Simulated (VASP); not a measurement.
Runs of VASP 6.6.1 on Ir. The structure is that of space group Fm-3m (No. 225), or close to it. The cells are those of the table. 

```csv
cell,gap on the mesh (eV),pressure (GPa)
"a = 2.749, b = 2.749, c = 2.783 Å, angles 59.6, 59.6, 60.8°, 1 atom",none,-7.5
"a = 2.751, b = 2.751, c = 2.647 Å, angles 61.2, 61.2, 57.5°, 1 atom",none,(b)
"a = 2.784, b = 2.784, c = 2.715 Å, angles 60.8, 60.8, 58.4°, 1 atom",none,-6.9
"a = 2.817, b = 2.817, c = 2.851 Å, angles 59.6, 59.6, 60.8°, 1 atom",none,(a)
"a = 2.817, b = 2.817, c = 2.783 Å, angles 60.4, 60.4, 59.2°, 1 atom",none,-20.9
```

Alike in all rows: task single point; level PBE; potentials or basis VASP PAW PBE potentials, release 64 (Ir); no spin polarisation; k mesh 22 × 22 × 22; cutoff (eV) 520; smearing gaussian 0.15 eV.

**Question.** Estimate the missing entries.

**Answer.** (a) -26.0; (b) 11.9.

Caveats: spin-orbit coupling is left out, which moves the levels of the heavy elements.

A k mesh can miss the band edges, and the runs leave out spin-orbit coupling on Ir.

A gap of «none» marks levels without a gap at the run's occupations.
